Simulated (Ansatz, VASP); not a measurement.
## Two plane-wave programs on Cs

Contents of INCAR:

```
PREC = Accurate ; ENCUT = 520
EDIFF = 1E-7 ; ISMEAR = -1
SIGMA = 0.1 ; LREAL = False
LASPH = True ; NELM = 80
ALGO = Normal ; ISIF = 2
LWAVE = False ; LCHARG = False
GGA = PS ; NBANDS = 26
```

Contents of KPOINTS:

```
regular mesh
0
Gamma
  8 8 2
```

File POSCAR:

```
Cs
1.0
    5.4563448774      0.0000000000      0.0000000000
   -2.7281724387      4.7253332756      0.0000000000
    0.0000000000      0.0000000000     17.8204223693
Cs
4
Direct
    0.0000000000      0.0000000000      0.0000000000
    0.0000000000      0.0000000000      0.5000000000
    0.3333333333      0.6666666667      0.2500000000
    0.6666666667      0.3333333333      0.7500000000
```

Input for Ansatz:

```yaml
crystal:
  lattice:
    - [5.4563448774, 0.0, 0.0]
    - [-2.7281724387, 4.7253332756, 0.0]
    - [0.0, 0.0, 17.8204223693]
  atoms:
    - { symbol: Cs, position: [0.0, 0.0, 0.0] }
    - { symbol: Cs, position: [0.0, 0.0, 0.5] }
    - { symbol: Cs, position: [0.3333333333, 0.6666666667, 0.25] }
    - { symbol: Cs, position: [0.6666666667, 0.3333333333, 0.75] }
hamiltonian:
  xc: pbesol
  pseudopotentials:
    kind: paw
    azcp:
      Cs: "pseudopotentials/Cs.paw.azcp"
basis:
  ecutwfc: 420
  fft_grid_basis: typed
kpoints:
  mp_grid: { grid: [8, 8, 2], shift: [0, 0, 0] }
magnetization:
  spin_polarized: false
scf:
  occupations: { method: fermi_dirac, width: 0.1 }
  lower_state_search: "off"
output:
  stress: true
  write_density: true
  write_potential: true
  elf: true
  volumetric_format: npy
```

Alike in both runs: task single point; functional PBEsol; k mesh 8 × 8 × 2; occupations fermi-dirac, width 0.1 eV; no spin polarisation.

```csv
,VASP,Ansatz
version,VASP 6.6.1,Ansatz 0.2.0
potentials or method,"VASP PAW PBE potentials, release 64 (Cs_sv), cutoff 520 eV","plane waves (420 eV) with PAW, scalar-relativistic"
valence electrons in the cell,36,36
```

```tsv
	VASP	Ansatz	Ansatz less VASP
pressure (GPa)	-0.1	-0.1	+0.01
```

VASP's potentials were made for PBE, not for PBEsol, and Ansatz warns of the same on its side.

Spin-orbit coupling is off throughout.
